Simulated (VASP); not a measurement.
Write the native input for VASP 6.6.1 that does the following.

* Task: electric field gradients
* Functional: LDA
* Potentials or basis: VASP PAW LDA potentials, release 64 (B, N)
* Cutoff: 520 eV
* k mesh: 11 × 11 × 11
* Occupations: fermi-dirac, width 0.02 eV
* Spin: no spin polarisation
* Dipole correction: no
* Further INCAR settings: ALGO = Normal; EDIFF = 1e-08; NBANDS = 11

The structure of BN lies in POSCAR:

```
BN
1.0
    0.0000000000      1.8075000000      1.8075000000
    1.8075000000      0.0000000000      1.8075000000
    1.8075000000      1.8075000000      0.0000000000
B N
1 1
Direct
    0.0000000000      0.0000000000      0.0000000000
    0.7500000000      0.7500000000      0.7500000000
```

The input as run:

INCAR

```
SYSTEM = BN
ALGO = Normal
EDIFF = 1E-8
ENCUT = 520
ISIF = 2
ISMEAR = -1
LASPH = .True.
LCHARG = .False.
LEFG = .True.
LREAL = .False.
LWAVE = .False.
NBANDS = 11
NELM = 100
PREC = Accurate
SIGMA = 0.02
```

KPOINTS

```
k-points
0
Gamma
  11 11 11
  0 0 0
```

Potentials or basis: VASP PAW LDA potentials, release 64 (B, N).

Run with:

```sh
$ cat potpaw_LDA.64/B/POTCAR potpaw_LDA.64/N/POTCAR > POTCAR
$ mpirun -np 1 vasp_std > vasp.out
```

Results of the run:

```json
{
  "Pressure": "-10.1 GPa",
  "Band gap on the k mesh": "4.45 eV, indirect (least direct gap 8.68 eV)"
}
```

Caveat: without QUAD_EFG the Cq values of the log hold for a quadrupole moment of 1 mb, not for the nuclei.

It took 3.2 s on 1 thread of Intel(R) Xeon(R) 6975P-C (Granite Rapids), on a shared host, peak memory 0.11 GiB.
